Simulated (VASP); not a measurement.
# Ti9O16 (a cell with a defect) in VASP: further runs, part 2 of 2

VASP 6.6.1. Earlier steps stand in the parts before.

## Step 3: Single point, PBE

INCAR reads:

```
SYSTEM = Ti9O16
PREC = Accurate ; ENCUT = 520
EDIFF = 1E-7 ; ISMEAR = 0
SIGMA = 0.02 ; LREAL = Auto
LASPH = .True. ; NELM = 80
ALGO = Normal ; ISIF = 2
LWAVE = .False. ; LCHARG = .True.
GGA = PE ; LELF = .True.
LVHAR = .True. ; NELECT = 200.0
NBANDS = 120
```

KPOINTS reads:

```
regular mesh
0
Gamma
  3 3 3
  0 0 0
```

POSCAR reads:

```
Ti9O16
1.0
   -4.6432750096      4.6432750096      0.0000000000
    4.6432750096      4.6432750096      0.0000000000
    0.0000000000     -4.6432750096     -5.9277640514
Ti O
9 16
Direct
    0.7288418576      0.7554732761      0.4871646332
    0.5334630775      0.5261109392      0.0134212494
    0.2609752181      0.2334166523      0.4871661515
   -0.0173888937     -0.0109628259      0.0134231051
    0.1249296862      0.6071916662      0.2371287028
    0.8408027074      0.4181357329      0.7320129415
    0.6148479505      0.1316635612      0.2371260036
    0.3938639869      0.8156023065      0.7320127728
    0.1382935861      0.1378307663      0.7739378559
    0.2632443203      0.5347785278      0.4783874620
    0.0264498797      0.2947182888     -0.0113945156
    0.7971171149      0.0749376202      0.5312213801
    0.5247273967      0.8119572069      0.0076168686
    0.4288527187      0.6500394883      0.2451455536
    0.1812784449      0.4026336302      0.7484381904
    0.9308116920      0.1404678092      0.2553954555
    0.6808617641      0.8766834628      0.7486799342
    0.2367579515      0.9580070683      0.5312193557
   -0.0144564057      0.6973855579      0.0076163625
    0.7177976392      0.4453349922      0.4783881368
    0.4648092354      0.1956126021     -0.0113953591
    0.8272366383      0.6166529451      0.2553946120
    0.5704719694      0.3737226927      0.7486794281
    0.3189464943      0.0968327927      0.2451460597
    0.0698151999      0.8475292040      0.7484381904
```

Potentials or basis: VASP PAW PBE potentials, release 64 (Ti_sv, O).

The run is started by

```bash
cat potpaw_PBE.64/Ti_sv/POTCAR potpaw_PBE.64/O/POTCAR > POTCAR
mpirun -np 1 vasp_std > vasp.out
```

OUTCAR:

```text
SYSTEM = Ti9O16
   PREC = Accurate
   ENCUT = 520
   EDIFF = 1E-7
   ISMEAR = 0
   LREAL = Auto
   LASPH = .True.
   NELM = 80
   ISIF = 2
   GGA = PE
   NELECT = 200.0

 ion  position               nearest neighbor table
   1  0.729  0.755  0.487-  14 1.86  17 1.95  22 1.97  12 1.99  20 2.01  25 2.09   2 2.82   9 2.90

   2  0.533  0.526  0.013-  22 1.84  13 1.90  23 1.93  14 2.00  21 2.13  15 2.13   1 2.82   9 2.90

   3  0.261  0.233  0.487-  24 1.86  23 1.95  16 1.97  18 1.99  10 2.01  15 2.09   4 2.82   9 2.90

   4  0.983  0.989  0.013-  16 1.84  19 1.90  17 1.93  24 2.00  11 2.13  25 2.13   3 2.82   9 2.90

   5  0.125  0.607  0.237-  10 1.91  19 1.92  11 1.93  14 1.99  22 2.02  18 2.21
   6  0.841  0.418  0.732-  20 1.81  23 1.86  19 1.88  12 2.02  15 2.19  11 2.28   9 2.70
   7  0.615  0.132  0.237-  20 1.91  13 1.92  21 1.93  24 1.99  16 2.02  12 2.21
   8  0.394  0.816  0.732-  10 1.81  17 1.86  13 1.88  18 2.02  25 2.19  21 2.28   9 2.70
   9  0.138  0.138  0.774-  25 1.87  15 1.87  11 1.95  21 1.95  12 2.07  18 2.07   6 2.70   8 2.70
                             4 2.90   2 2.90   1 2.90   3 2.90
  10  0.263  0.535  0.478-   8 1.81   5 1.91   3 2.01
  11  0.026  0.295  0.989-   5 1.93   9 1.95   4 2.13   6 2.28
  12  0.797  0.075  0.531-   1 1.99   6 2.02   9 2.07   7 2.21
  13  0.525  0.812  0.008-   8 1.88   2 1.90   7 1.92
  14  0.429  0.650  0.245-   1 1.86   5 1.99   2 2.00
  15  0.181  0.403  0.748-   9 1.87   3 2.09   2 2.13   6 2.19
  16  0.931  0.140  0.255-   4 1.84   3 1.97   7 2.02
  17  0.681  0.877  0.749-   8 1.86   4 1.93   1 1.95
  18  0.237  0.958  0.531-   3 1.99   8 2.02   9 2.07   5 2.21
  19  0.986  0.697  0.008-   6 1.88   4 1.90   5 1.92
  20  0.718  0.445  0.478-   6 1.81   7 1.91   1 2.01
  21  0.465  0.196  0.989-   7 1.93   9 1.95   2 2.13   8 2.28
  22  0.827  0.617  0.255-   2 1.84   1 1.97   5 2.02
  23  0.570  0.374  0.749-   6 1.86   2 1.93   3 1.95
  24  0.319  0.097  0.245-   3 1.86   7 1.99   4 2.00
  25  0.070  0.848  0.748-   9 1.87   1 2.09   4 2.13   8 2.19

  LATTYP: Found a body centered tetragonal cell.
 ALAT       =     6.5665824924
 C/A-ratio  =     1.8054335138

  Lattice vectors:

 A1 = (  -4.6432750096,   0.0000000000,   5.9277640514)
 A2 = (   4.6432750096,   0.0000000000,   5.9277640514)
 A3 = (   0.0000000000,   4.6432750096,  -5.9277640514)

Analysis of symmetry for initial positions (statically):
=====================================================================
 Subroutine PRICEL returns:
 Original cell was already a primitive cell.

 Routine SETGRP: Setting up the symmetry group for a
 body centered tetragonal supercell.

 Subroutine GETGRP returns: Found  2 space group operations
 (whereof  1 operations were pure point group operations)
 out of a pool of 16 trial point group operations.

The static configuration has the point symmetry C_1 .
 The point group associated with its full space group is C_2 .

Analysis of symmetry for dynamics (positions and initial velocities):
=====================================================================
 Subroutine PRICEL returns:
 Original cell was already a primitive cell.

 Routine SETGRP: Setting up the symmetry group for a
 body centered tetragonal supercell.

 Subroutine GETGRP returns: Found  2 space group operations
 (whereof  1 operations were pure point group operations)
 out of a pool of 16 trial point group operations.

The dynamic configuration has the point symmetry C_1 .
 The point group associated with its full space group is C_2 .
[... 111 lines left out ...]
  0.000000 -0.333333 -0.333333      2.000000
   k-points           NKPTS =     10   k-points in BZ     NKDIM =     10   number of bands    NBANDS=    120
   number of dos      NEDOS =    301   number of ions     NIONS =     25
   total plane-waves  NPLWV = 140000
   dimension x,y,z NGX =    50 NGY =   50 NGZ =   56
   dimension x,y,z NGXF=   100 NGYF=  100 NGZF=  112
   ions per type =               9  16
   NGX,Y,Z   is equivalent  to a cutoff of  12.66, 12.66, 12.36 a.u.
   NGXF,Y,Z  is equivalent  to a cutoff of  25.32, 25.32, 24.73 a.u.
 SYSTEM =  Ti9O16
   PREC   = accura    normal or accurate (medium, high low for compatibility)
   ISTART =      0    job   : 0-new  1-cont  2-samecut
   ICHARG =      2    charge: 1-file 2-atom 10-const
   ISPIN  =      1    spin polarized calculation?
   LNONCOLLINEAR =      F non collinear calculations
   LSORBIT =      F    spin-orbit coupling
   LASPH  =      T    aspherical Exc in radial PAW
   ENCUT  =  520.0 eV  38.22 Ry    6.18 a.u.  12.21 12.21 14.00*2*pi/ulx,y,z
   NELM   =     80;   NELMIN=  2; NELMDL= -5     # of ELM steps
   EDIFF  = 0.1E-06   stopping-criterion for ELM
   LREAL  =      T    real-space projection
   EDIFFG = 0.1E-05   stopping-criterion for IOM
   NSW    =      0    number of steps for IOM
   IBRION =     -1    ionic relax: 0-MD 1-quasi-New 2-CG
   NFREE  =      0    steps in history (QN), initial steepest desc. (CG)
   ISIF   =      2    stress and relaxation
   ISYM   =      2    0-nonsym 1-usesym 2-fastsym
   POTIM  = 0.5000    time-step for ionic-motion
   TEBEG  =    0.0;   TEEND  =   0.0 temperature during run
   PSTRESS=    0.0 pullay stress
   NELECT =     200.0000    total number of electrons
   NUPDOWN=      -1.0000    fix difference up-down
   EMIN   =  10.00;   EMAX   =-10.00  energy-range for DOS
   EFERMI =   0.00;   METHOD = LEGACY
   ISMEAR =     0;   SIGMA  =   0.02  broadening in eV -4-tet -1-fermi 0-gaus
   EFERMI_NEDOS =   21; number of points for ismear=-14 and -15
   IALGO  =     38    algorithm
   IMIX   =      4    mixing-type and parameters
     AMIX     =   0.40;   BMIX     =  1.00
     AMIX_MAG =   1.60;   BMIX_MAG =  1.00
  volume/ion in A,a.u.               =      10.22        69.00
  Fermi-wavevector in a.u.,A,eV,Ry     =   1.508557  2.850758 30.963361  2.275743
  Thomas-Fermi vector in A             =   2.618995
   LORBIT       =      0    0 simple, 1 ext, 2 COOP (PROOUT), +10 PAW based schemes
   GGA     = PE    functional components
   LHFCALC =     F    Hartree Fock is set to
   AEXX    =    0.0000 exact exchange contribution
   IVDW    =     0    specifies the selected vdW correction
   LEPSILON=     F    determine dielectric tensor
   LRPA    =     F    only Hartree local field effects (RPA)
 non-spin polarized calculation
 Gauss-broadening in eV      SIGMA  =   0.02
  energy-cutoff  :      520.00
  volume of cell :      255.61
 maximum number of plane-waves:      6906
 NGX is ok and might be reduce to    50
   NGX = 25   NGY = 25   NGZ = 27

 number of electron     200.0000014 magnetization

 Free energy of the ion-electron system (eV)
  ---------------------------------------------------
  ext. energy  EPLUGINS =         0.00000000
  ---------------------------------------------------
  free energy    TOTEN  =      -252.81071064 eV

  energy without entropy =     -252.81071064  energy(sigma->0) =     -252.81071064

 E-fermi :   4.8477     XC(G=0): -11.4325

 val. band max:        4.7152316946   @ k =  -0.3333   0.3333   0.0000
 cond. band min:       7.0432754604   @ k =   0.3333  -0.3333   0.3333
 fundamental gap:      2.3280437657
 Fermi energy:         4.8477031240

 k-point     1 :       0.0000    0.0000    0.0000
  band No.  band energies     occupation
      1     -51.8335      2.00000
      2     -51.8325      2.00000
      3     -51.5378      2.00000
      4     -51.5258      2.00000
      5     -51.4973      2.00000
      6     -51.4882      2.00000
[... 1139 lines left out ...]
    111       8.1194      0.00000
    112       8.1982      0.00000
 [bands above 112 left out]

------------------------ aborting loop because EDIFF is reached ----------------------------------------

  FORCE on cell =-STRESS in cart. coord.  units (eV):
  Direction    XX          YY          ZZ          XY          YZ          ZX
  --------------------------------------------------------------------------------------
  -------------------------------------------------------------------------------------
  Total      -35.0924557    -26.6496677    -25.0410821      3.0444329      0.0000000      0.0000000
  in kB     -219.9655277   -167.0446852   -156.9617952     19.0830273      0.0000000      0.0000000
  external PRESSURE =    -181.3240027 kB  Pullay stress =       0.0000000 kB

 VOLUME and BASIS-vectors are now :
 -----------------------------------------------------------------------------
  energy-cutoff  :      520.00
  volume of cell :      255.61
      direct lattice vectors                 reciprocal lattice vectors
    -4.643275010  4.643275010  0.000000000    -0.107682616  0.107682616 -0.084348836
     4.643275010  4.643275010  0.000000000     0.107682616  0.107682616 -0.084348836
     0.000000000 -4.643275010 -5.927764051     0.000000000  0.000000000 -0.168697673

 POSITION                                       TOTAL-FORCE (eV/Angst)
 -----------------------------------------------------------------------------------
      0.12366      4.63004     -2.88780        -0.033047      0.013386     -0.022882
     -0.03414      4.85758     -0.07956         0.005005     -0.081696      0.062317
     -0.12796      0.03355     -2.88781         0.033047     -0.013386     -0.022882
      0.02984      9.09258     -0.07957        -0.005005      0.081696      0.062317
      2.23927      2.29839     -1.40564         0.026442      0.010444     -0.049190
     -1.96256      2.44666     -4.33920        -0.074329      0.008986     -0.034153
[... 17 lines left out ...]
     -1.03133      0.79230     -1.45317        -0.033829      0.024736      0.033339
      3.61114      0.78428     -4.43656        -0.059738     -0.068640     -0.006016
 -----------------------------------------------------------------------------------
    total drift:                                0.094317     -0.147371      0.015789

  FREE ENERGIE OF THE ION-ELECTRON SYSTEM (eV)
  ---------------------------------------------------
  free  energy   TOTEN  =      -252.8107106440 eV

  energy  without entropy=     -252.8107106440  energy(sigma->0) =     -252.81071064
```

It took 21 min on 1 thread of Intel Xeon 8259CL, shared host; peak memory 0.48 GiB.

Results:

| Property | Result |
| --- | --- |
| Free energy | -252.8107 eV |
| Largest force | 0.103 eV/Å |

Forces in eV/Å, atoms in the order of the input:
```
Ti  -0.033  0.013 -0.023
Ti   0.005 -0.082  0.062
Ti   0.033 -0.013 -0.023
Ti  -0.005  0.082  0.062
Ti   0.026  0.010 -0.049
Ti  -0.074  0.009 -0.034
Ti  -0.026 -0.010 -0.049
Ti   0.074 -0.009 -0.034
Ti   0.000  0.000  0.041
O   -0.059 -0.046  0.047
O    0.005 -0.029  0.005
O    0.010 -0.002  0.032
O   -0.014 -0.007 -0.032
O    0.034 -0.025  0.033
O    0.060  0.069 -0.006
O    0.053 -0.039 -0.054
O    0.000  0.020 -0.001
O   -0.010  0.002  0.032
O    0.014  0.007 -0.032
O    0.059  0.046  0.047
O   -0.005  0.029  0.005
O   -0.053  0.039 -0.054
O    0.000 -0.020 -0.001
O   -0.034  0.025  0.033
O   -0.060 -0.069 -0.006
```

Caveat: the cell carries a net charge on a neutralising background, which shifts energy and pressure; the cell is charged against a uniform background, so pressure and absolute levels hang on convention.

## Step 4: Single point, PBE

INCAR reads:

```
PREC = Accurate ; ENCUT = 520
EDIFF = 1E-7 ; ISMEAR = 0
SIGMA = 0.02 ; LREAL = Auto
LASPH = T ; NELM = 100
ALGO = Normal ; ISIF = 2
LWAVE = F ; LCHARG = F
GGA = PE ; NBANDS = 120
NELECT = 200.0
```

KPOINTS reads:

```
Automatic mesh
0
Gamma
  3 3 3
```

POSCAR reads:

```
Ti9O16
1.0
   -4.6432750096      4.6432750096      0.0000000000
    4.6432750096      4.6432750096      0.0000000000
    0.0000000000     -4.6432750096     -5.9277640514
Ti O
9 16
Direct
    0.7120443248      0.7404589674      0.4826135074
    0.5157465118      0.5155130559      0.0097822719
    0.2732379714      0.2447348137      0.4826089526
   -0.0033046794     -0.0031442323      0.0097767049
    0.1067766658      0.5979926707      0.2342675903
    0.8475464955      0.4257963308      0.7483575530
    0.6301571810      0.1388860426      0.2342642163
    0.4034716927      0.8251279582      0.7483683496
    0.1111256286      0.1110907394      0.7195735125
    0.2674305124      0.5437234301      0.4863553905
    0.0190456302      0.2971493388     -0.0201988471
    0.7921187059      0.0661393071      0.5217685747
    0.5314875924      0.8126497026      0.0153764555
    0.4210099874      0.6427155719      0.2420477582
    0.1826957010      0.4056361897      0.7535301610
    0.9377416379      0.1485497438      0.2540421628
    0.6829031970      0.8796094007      0.7516407471
    0.2322995262      0.9582504968      0.5217505240
   -0.0134745001      0.7053179455      0.0153575613
    0.7215989914      0.4452537400      0.4863746220
    0.4634252338      0.1852734988     -0.0201929427
    0.8189729151      0.6081111854      0.2540551525
    0.5713952315      0.3746179573      0.7516316374
    0.3236902243      0.1019295063      0.2420320694
    0.0735003974      0.8505116648      0.7535205452
```

The run is started by

```bash
cat potpaw_PBE.64/Ti_sv/POTCAR potpaw_PBE.64/O/POTCAR > POTCAR
mpirun -np 1 vasp_std > vasp.out
```

Wall time 22 min (1 thread of Intel Xeon Platinum 8259CL at 2.50GHz (Skylake/Cascade Lake), shared host); peak memory 0.51 GiB.

Results (log left out):

| Quantity | Value |
| --- | --- |
| Free energy | -252.8370 eV |
| Largest force | 0.099 eV/Å |

Forces on the atoms (eV/Å):
```
Ti  -0.024  0.061 -0.051
Ti   0.001 -0.047  0.047
Ti   0.034 -0.059 -0.058
Ti   0.001  0.024  0.038
Ti   0.009  0.028 -0.036
Ti  -0.097  0.016  0.003
Ti  -0.014 -0.027 -0.037
Ti   0.094 -0.016  0.005
Ti   0.003  0.001 -0.066
O   -0.035 -0.021  0.036
O   -0.027 -0.012  0.027
O    0.042 -0.014  0.049
O   -0.031 -0.021 -0.047
O    0.066 -0.054  0.050
O    0.057  0.051  0.007
O    0.028 -0.014 -0.036
O   -0.005  0.028 -0.013
O   -0.047  0.016  0.047
O    0.031  0.021 -0.043
O    0.034  0.022  0.038
O    0.024  0.015  0.034
O   -0.026  0.019 -0.032
O    0.009 -0.023 -0.017
O   -0.067  0.050  0.051
O   -0.060 -0.044  0.004
```

Levels at points of the mesh, in eV from the Fermi level:
| k point | band 96 | band 97 | band 98 | band 99 | band 100 | band 101 | band 102 | band 103 | band 104 | band 105 |
| --- | --- | --- | --- | --- | --- | --- | --- | --- | --- | --- |
| (0.00, 0.00, 0.00) | -0.91 | -0.49 | -0.49 | -0.33 | -0.16 | 2.36 | 2.49 | 2.66 | 2.81 | 2.88 |

Caveat: the cell carries a net charge on a neutralising background, which shifts energy and pressure; the cell is charged against a uniform background, so pressure and absolute levels hang on convention.

## Step 5: Single point, PBE (with an interstitial atom, then relaxed in part)

INCAR reads:

```
PREC = Accurate
ENCUT = 520
EDIFF = 1E-7
ISMEAR = 0
SIGMA = 0.02
LREAL = Auto
LASPH = T
NELM = 100
ALGO = Normal
ISIF = 2
LWAVE = F
LCHARG = F
GGA = PE
NBANDS = 120
NELECT = 200.0
```

KPOINTS reads:

```
regular mesh
0
Gamma
  3 3 3
```

POSCAR reads:

```
Ti9O16
1.0
   -4.6432750096      4.6432750096      0.0000000000
    4.6432750096      4.6432750096      0.0000000000
    0.0000000000     -4.6432750096     -5.9277640514
Ti O
9 16
Direct
    0.7199246444      0.7526214642      0.4822168437
    0.5477284098      0.5259415678     -0.0036930904
    0.2608181593      0.2292375965      0.4822135400
   -0.0529400511     -0.0299728464     -0.0036823888
    0.1187878076      0.6382118670      0.2577259521
    0.8623910319      0.3956997251      0.7305628005
    0.6374451271      0.1191663201      0.2577315596
    0.3666667985      0.8345015549      0.7305582511
    0.2330227003      0.2335783618      0.9675227594
    0.2238615897      0.5434724623      0.4899814272
   -0.0275563769      0.3051506637      0.0014698160
    0.7300431658      0.0602128020      0.5020044843
    0.4965500799      0.8053669588     -0.0004190071
    0.4190814182      0.5858860249      0.2277504083
    0.1880712916      0.3547804127      0.7697178216
    0.9345817769      0.1090194571      0.2633257510
    0.6656555205      0.8440554424      0.7343047293
    0.2704817623      0.9414309986      0.5019914064
    0.0015413739      0.6938681055     -0.0004099429
    0.7646475319      0.4461683517      0.4899970173
    0.5275682621      0.1959650331      0.0014794287
    0.8272500078      0.6539626356      0.2633068684
    0.5671857489      0.3899061630      0.7343238541
    0.3072054883      0.1415124334      0.2277564224
    0.0801825215      0.9145816202      0.7696998722
```

The run is started by

```bash
cat potpaw_PBE.64/Ti_sv/POTCAR potpaw_PBE.64/O/POTCAR > POTCAR
mpirun -np 1 vasp_std > vasp.out
```

Run time: 25 min. Hardware: 1 thread of Intel Xeon 8259CL, shared host; peak memory 0.53 GiB.

Results (log left out):

| Property | Result |
| --- | --- |
| Free energy | -252.8363 eV |
| Largest force | 0.106 eV/Å |

Forces in eV/Å, atoms in the order of the input:
```
Ti  -0.023  0.013 -0.037
Ti  -0.018 -0.091  0.001
Ti   0.022 -0.012 -0.044
Ti   0.011  0.089  0.007
Ti  -0.043 -0.001  0.042
Ti  -0.058 -0.025 -0.058
Ti   0.043 -0.001  0.046
Ti   0.062  0.031 -0.051
Ti   0.001 -0.001 -0.049
O   -0.057 -0.073  0.051
O    0.047 -0.056  0.005
O   -0.016 -0.025 -0.034
O    0.026  0.006 -0.017
O    0.015 -0.025  0.028
O    0.017  0.045  0.048
O    0.019 -0.029 -0.049
O    0.021 -0.032  0.036
O    0.016  0.028 -0.034
O   -0.027 -0.005 -0.016
O    0.056  0.067  0.052
O   -0.047  0.057  0.005
O   -0.020  0.031 -0.047
O   -0.018  0.030  0.036
O   -0.013  0.024  0.031
O   -0.014 -0.046  0.048
```

Levels at points of the mesh, in eV from the Fermi level:
```csv
k point,band 96,band 97,band 98,band 99,band 100,band 101,band 102,band 103,band 104,band 105
"(0.00, 0.00, 0.00)",-0.88,-0.46,-0.46,-0.30,-0.13,2.39,2.52,2.69,2.84,2.91
```

Caveat: the cell carries a net charge on a neutralising background, which shifts energy and pressure; the cell differs from its parent crystal (with an interstitial atom, then relaxed in part); the cell is charged against a uniform background, so pressure and absolute levels hang on convention.
